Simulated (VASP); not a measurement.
# Cd (P6_3/mmc) in VASP: further runs, part 2 of 2

VASP 6.6.1. Earlier steps stand in the parts before.

### 3 Single point, PBE (strain +0.000 along x and y, +0.050 along z)

File INCAR:

```
SYSTEM = Cd
PREC = Accurate
ENCUT = 500
EDIFF = 1E-6
ISMEAR = 0
SIGMA = 0.15
LREAL = .False.
LASPH = .True.
NELM = 120
ALGO = Normal
ISIF = 2
LWAVE = .False.
LCHARG = .False.
GGA = PE
NBANDS = 19
GGA_COMPAT = .False.
```

File KPOINTS:

```
Automatic mesh
0
Gamma
  18 18 8
  0 0 0
```

File POSCAR:

```
Cd
1.0
    2.9788725081      0.0000000000      0.0000000000
   -1.4894362540      2.5797792666      0.0000000000
    0.0000000000      0.0000000000      5.8985325000
Cd
2
Direct
    0.3333333333      0.6666666667      0.2500000000
    0.6666666667      0.3333333333      0.7500000000
```

Potentials or basis: VASP PAW PBE potentials, release 64 (Cd).

The run is started by

```
cat potpaw_PBE.64/Cd/POTCAR > POTCAR
mpirun -np 1 vasp_std > vasp.out
```

OUTCAR:

```text
SYSTEM = Cd
   PREC = Accurate
   ENCUT = 500
   EDIFF = 1E-6
   ISMEAR = 0
   LREAL = .False.
   LASPH = .True.
   NELM = 120
   ISIF = 2
   GGA = PE

 ion  position               nearest neighbor table
   1  0.333  0.667  0.250-   2 3.41   2 3.41   2 3.41   2 3.41   2 3.41   2 3.41
   2  0.667  0.333  0.750-   1 3.41   1 3.41   1 3.41   1 3.41   1 3.41   1 3.41

  LATTYP: Found a hexagonal cell.
 ALAT       =     2.9788725081
 C/A-ratio  =     1.9801225074

  Lattice vectors:

 A1 = (   2.9788725081,   0.0000000000,   0.0000000000)
 A2 = (  -1.4894362540,   2.5797792666,   0.0000000000)
 A3 = (   0.0000000000,   0.0000000000,   5.8985325000)

Analysis of symmetry for initial positions (statically):
=====================================================================
 Subroutine PRICEL returns:
 Original cell was already a primitive cell.

 Routine SETGRP: Setting up the symmetry group for a
 hexagonal supercell.

 Subroutine GETGRP returns: Found 24 space group operations
 (whereof 12 operations were pure point group operations)
 out of a pool of 24 trial point group operations.

The static configuration has the point symmetry D_3d.
 The point group associated with its full space group is D_6h.

Analysis of symmetry for dynamics (positions and initial velocities):
=====================================================================
 Subroutine PRICEL returns:
 Original cell was already a primitive cell.

 Routine SETGRP: Setting up the symmetry group for a
 hexagonal supercell.

 Subroutine GETGRP returns: Found 24 space group operations
 (whereof 12 operations were pure point group operations)
 out of a pool of 24 trial point group operations.

The dynamic configuration has the point symmetry D_3d.
 The point group associated with its full space group is D_6h.

 Subroutine INISYM returns: Found 24 space group operations
 (whereof 12 operations are pure point group operations),
 and found     1 'primitive' translations

----------------------------------------------------------------------------------------

                                     Primitive cell

  volume of cell :      45.3292

  direct lattice vectors                    reciprocal lattice vectors
     2.978872508  0.000000000  0.000000000     0.335697482  0.193815032  0.000000000
    -1.489436254  2.579779267  0.000000000     0.000000000  0.387630063  0.000000000
     0.000000000  0.000000000  5.898532500     0.000000000  0.000000000  0.169533693

  length of vectors
     2.978872508  2.978872508  5.898532500     0.387630063  0.387630063  0.169533693

  position of ions in fractional coordinates (direct lattice)
     0.333333333  0.666666667  0.250000000
     0.666666667  0.333333333  0.750000000

  ion indices of the primitive-cell ions
   primitive index   ion index
                 1           1
                 2           2

----------------------------------------------------------------------------------------

 KPOINTS: Automatic mesh

Automatic generation of k-mesh.
 Grid dimensions read from file:
 generate k-points for:   18   18    8

 Generating k-lattice:

  Cartesian coordinates                     Fractional coordinates (reciprocal lattice)
     0.018649860  0.010767502  0.000000000     0.055555556 -0.000000000  0.000000000
     0.000000000  0.021535004  0.000000000     0.000000000  0.055555556  0.000000000
     0.000000000  0.000000000  0.021191712     0.000000000  0.000000000  0.125000000

  Length of vectors
     0.021535004  0.021535004  0.021191712

  Shift w.r.t. Gamma in fractional coordinates (k-lattice)
     0.000000000  0.000000000  0.000000000

 Subroutine IBZKPT returns following result:
 ===========================================

 Found    185 irreducible k-points:

 Following reciprocal coordinates:
            Coordinates               Weight
  0.000000  0.000000  0.000000      1.000000
  0.055556 -0.000000  0.000000      6.000000
  0.111111 -0.000000  0.000000      6.000000
  0.166667 -0.000000  0.000000      6.000000
  0.222222 -0.000000  0.000000      6.000000
  0.277778  0.000000  0.000000      6.000000
[... 16 lines left out ...]
  0.333333  0.111111  0.000000     12.000000
  0.388889  0.111111  0.000000     12.000000
 [... further k-points ...]
   k-points           NKPTS =    185   k-points in BZ     NKDIM =    185   number of bands    NBANDS=     19
   number of dos      NEDOS =    301   number of ions     NIONS =      2
   total plane-waves  NPLWV =  27648
   dimension x,y,z NGX =    24 NGY =   24 NGZ =   48
   dimension x,y,z NGXF=    48 NGYF=   48 NGZF=   96
   ions per type =               2
   NGX,Y,Z   is equivalent  to a cutoff of  13.39, 13.39, 13.53 a.u.
   NGXF,Y,Z  is equivalent  to a cutoff of  26.79, 26.79, 27.06 a.u.
 SYSTEM =  Cd
   PREC   = accura    normal or accurate (medium, high low for compatibility)
   ISTART =      0    job   : 0-new  1-cont  2-samecut
   ICHARG =      2    charge: 1-file 2-atom 10-const
   ISPIN  =      1    spin polarized calculation?
   LNONCOLLINEAR =      F non collinear calculations
   LSORBIT =      F    spin-orbit coupling
   LASPH  =      T    aspherical Exc in radial PAW
   ENCUT  =  500.0 eV  36.75 Ry    6.06 a.u.   5.43  5.43 10.75*2*pi/ulx,y,z
   NELM   =    120;   NELMIN=  2; NELMDL= -5     # of ELM steps
   EDIFF  = 0.1E-05   stopping-criterion for ELM
   LREAL  =      F    real-space projection
   EDIFFG = 0.1E-04   stopping-criterion for IOM
   NSW    =      0    number of steps for IOM
   IBRION =     -1    ionic relax: 0-MD 1-quasi-New 2-CG
   NFREE  =      0    steps in history (QN), initial steepest desc. (CG)
   ISIF   =      2    stress and relaxation
   ISYM   =      2    0-nonsym 1-usesym 2-fastsym
   POTIM  = 0.5000    time-step for ionic-motion
   TEBEG  =    0.0;   TEEND  =   0.0 temperature during run
   PSTRESS=    0.0 pullay stress
   NELECT =      24.0000    total number of electrons
   NUPDOWN=      -1.0000    fix difference up-down
   EMIN   =  10.00;   EMAX   =-10.00  energy-range for DOS
   EFERMI =   0.00;   METHOD = LEGACY
   ISMEAR =     0;   SIGMA  =   0.15  broadening in eV -4-tet -1-fermi 0-gaus
   EFERMI_NEDOS =   21; number of points for ismear=-14 and -15
   IALGO  =     38    algorithm
   IMIX   =      4    mixing-type and parameters
     AMIX     =   0.40;   BMIX     =  1.00
     AMIX_MAG =   1.60;   BMIX_MAG =  1.00
  volume/ion in A,a.u.               =      22.66       152.95
  Fermi-wavevector in a.u.,A,eV,Ry     =   1.324400  2.502753 23.865092  1.754035
  Thomas-Fermi vector in A             =   2.453937
   LORBIT       =      0    0 simple, 1 ext, 2 COOP (PROOUT), +10 PAW based schemes
   GGA     = PE    functional components
   LHFCALC =     F    Hartree Fock is set to
   AEXX    =    0.0000 exact exchange contribution
   IVDW    =     0    specifies the selected vdW correction
   LEPSILON=     F    determine dielectric tensor
   LRPA    =     F    only Hartree local field effects (RPA)
 non-spin polarized calculation
 Gauss-broadening in eV      SIGMA  =   0.15
  energy-cutoff  :      500.00
  volume of cell :       45.33
 maximum number of plane-waves:      1181
 NGX is ok and might be reduce to    24
   NGX = 11   NGY = 11   NGZ = 21

 number of electron      24.0000000 magnetization

 Free energy of the ion-electron system (eV)
  ---------------------------------------------------
  ext. energy  EPLUGINS =         0.00000000
  ---------------------------------------------------
  free energy    TOTEN  =        -1.49039726 eV

  energy without entropy =       -1.48578255  energy(sigma->0) =       -1.48808991

 E-fermi :   2.6075     XC(G=0): -10.7629

 val. band max:        2.5547702102   @ k =   0.2222   0.0556   0.1250
 cond. band min:       2.6510318925   @ k =   0.3889   0.2222   0.5000
 fundamental gap:      0.0962616823
 Fermi energy:         2.6074831917

 k-point     1 :       0.0000    0.0000    0.0000
  band No.  band energies     occupation
      1      -7.1461      2.00000
      2      -6.9658      2.00000
      3      -6.5524      2.00000
      4      -6.5524      2.00000
      5      -6.5173      2.00000
      6      -6.5173      2.00000
[... 11 lines left out ...]
     18      17.8118      0.00000
     19      18.4194      0.00000
[... 485 lines left out ...]
 k-point    24 :       0.3889    0.1111    0.0000
  band No.  band energies     occupation
      1      -7.1512      2.00000
      2      -6.9982      2.00000
      3      -6.8516      2.00000
      4      -6.5017      2.00000
      5      -6.2833      2.00000
      6      -6.1963      2.00000
[... 11 lines left out ...]
     18      13.2811      0.00000
     19      14.4066      0.00000

 [... further k-points ...]

------------------------ aborting loop because EDIFF is reached ----------------------------------------

  FORCE on cell =-STRESS in cart. coord.  units (eV):
  Direction    XX          YY          ZZ          XY          YZ          ZX
  --------------------------------------------------------------------------------------
  -------------------------------------------------------------------------------------
  Total        0.5205992      0.5205992      0.0195114      0.0000000      0.0000000      0.0000000
  in kB       18.4007550     18.4007550      0.6896375      0.0000000      0.0000000      0.0000000
  external PRESSURE =      12.4970491 kB  Pullay stress =       0.0000000 kB

 VOLUME and BASIS-vectors are now :
 -----------------------------------------------------------------------------
  energy-cutoff  :      500.00
  volume of cell :       45.33
      direct lattice vectors                 reciprocal lattice vectors
     2.978872508  0.000000000  0.000000000     0.335697482  0.193815032  0.000000000
    -1.489436254  2.579779267  0.000000000     0.000000000  0.387630063  0.000000000
     0.000000000  0.000000000  5.898532500     0.000000000  0.000000000  0.169533693

 POSITION                                       TOTAL-FORCE (eV/Angst)
 -----------------------------------------------------------------------------------
     -0.00000      1.71985      1.47463        -0.000000     -0.000000      0.000000
      1.48944      0.85993      4.42390         0.000000      0.000000     -0.000000
 -----------------------------------------------------------------------------------
    total drift:                               -0.000000      0.000000      0.000000

  FREE ENERGIE OF THE ION-ELECTRON SYSTEM (eV)
  ---------------------------------------------------
  free  energy   TOTEN  =        -1.4903972627 eV

  energy  without entropy=       -1.4857825476  energy(sigma->0) =       -1.48808991
```

OSZICAR:

```text
N       E                     dE             d eps       ncg     rms          rms(c)
DAV:   1     0.171661080160E+03    0.17166E+03   -0.12816E+04  7030   0.122E+03
DAV:   2     0.245266210774E+01   -0.16921E+03   -0.16337E+03  7339   0.327E+02
DAV:   3    -0.157700137620E+01   -0.40297E+01   -0.40217E+01  8079   0.576E+01
DAV:   4    -0.158412046702E+01   -0.71191E-02   -0.71186E-02  7745   0.228E+00
DAV:   5    -0.158414310785E+01   -0.22641E-04   -0.22641E-04  7743   0.124E-01    0.408E+00
DAV:   6    -0.149333606275E+01    0.90807E-01   -0.23168E-01  7714   0.565E+00    0.330E+00
DAV:   7    -0.148973569831E+01    0.36004E-02   -0.25127E-02  7711   0.147E+00    0.162E+00
DAV:   8    -0.149030521122E+01   -0.56951E-03   -0.34901E-03  7525   0.698E-01    0.879E-02
DAV:   9    -0.149035372763E+01   -0.48516E-04   -0.31486E-05  7981   0.575E-02    0.374E-02
DAV:  10    -0.149039734388E+01   -0.43616E-04   -0.38917E-05  7510   0.590E-02    0.400E-03
DAV:  11    -0.149039726268E+01    0.81202E-07   -0.34694E-08  4672   0.149E-03
   1 F= -.14903973E+01 E0= -.14880899E+01  d E =-.461472E-02
```

Wall time 51 s (1 thread of Intel Xeon Platinum 8488C (Sapphire Rapids), shared host); peak memory 0.26 GiB.

What came out:

- Free energy: -1.4904 eV
- Pressure: 1.2 GPa
- Band gap on the k mesh: zero (bands 12 and 13 overlap by 4.60 eV)

Stress tensor (GPa, compression positive):
```
1.84 0.00 0.00
0.00 1.84 0.00
0.00 0.00 0.07
```

Levels at points of the mesh, in eV from the Fermi level:
| k point | band 10 | band 11 | band 12 | band 13 | band 14 | band 15 |
| --- | --- | --- | --- | --- | --- | --- |
| (0.00, 0.00, 0.00) | -8.43 | -8.43 | -3.52 | -2.94 | 9.09 | 13.30 |
| (0.50, 0.00, 0.00) | -8.11 | -2.04 | -1.58 | 1.70 | 2.78 | 3.05 |
| (0.00, 0.00, 0.50) | -8.51 | -7.15 | -7.15 | 2.89 | 2.89 | 15.02 |
| (0.50, 0.00, 0.50) | -8.12 | -1.32 | -1.32 | 0.17 | 0.17 | 7.43 |

Caveat: the cell differs from its parent crystal (strain +0.000 along x and y, +0.050 along z).

The gap in the log of VASP goes by the Fermi energy; the results here count the filled bands.